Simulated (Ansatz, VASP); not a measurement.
**ZnSe: VASP beside Ansatz**

File INCAR:

```
PREC = Accurate ; ENCUT = 520
EDIFF = 1E-7 ; ISMEAR = 0
SIGMA = 0.02 ; LREAL = False
LASPH = True ; NELM = 60
ALGO = Normal ; ISIF = 2
LWAVE = False ; LCHARG = False
GGA = PE ; NBANDS = 16
```

File KPOINTS:

```
regular mesh
0
Gamma
  8 8 8
```

The input POSCAR:

```
ZnSe
1.0
    0.0000000000      2.8338000000      2.8338000000
    2.8338000000      0.0000000000      2.8338000000
    2.8338000000      2.8338000000      0.0000000000
Se Zn
1 1
Direct
    0.7500000000      0.7500000000      0.7500000000
    0.0000000000      0.0000000000      0.0000000000
```

File input.yaml:

```yaml
crystal:
  lattice:
    - [0.0, 2.8338, 2.8338]
    - [2.8338, 0.0, 2.8338]
    - [2.8338, 2.8338, 0.0]
  atoms:
    - { symbol: Se, position: [0.75, 0.75, 0.75] }
    - { symbol: Zn, position: [0.0, 0.0, 0.0] }
kpoints:
  mp_grid: { grid: [8, 8, 8] }
scf:
  occupations: { method: gaussian, width: 0.02 }
hamiltonian:
  xc: pbe
  pseudopotentials: { kind: all_electron, lapw: { basis_error: 0.001 } }
output:
  forces: true
  stress: true
  eigenvalues: true
```

Alike in both runs: task single point; functional PBE; k mesh 8 × 8 × 8; occupations gaussian, width 0.02 eV; no spin polarisation.

```csv
,VASP,Ansatz
version,VASP 6.6.1,Ansatz 0.2.0
potentials or method,"VASP PAW PBE potentials, release 64 (Se, Zn), cutoff 520 eV","all-electron LAPW, scalar-relativistic"
```

|  | VASP | Ansatz | Ansatz less VASP |
| --- | --- | --- | --- |
| gap on the k mesh at the Fermi level (eV) | 1.29 | 1.29 | 0.000 |
| least direct gap on the mesh (eV) | 1.29 | 1.29 | 0.000 |
| pressure (GPa) | 2.3 | 2.1 | -0.22 |

Ansatz ran all-electron here, and VASP with PAW potentials.
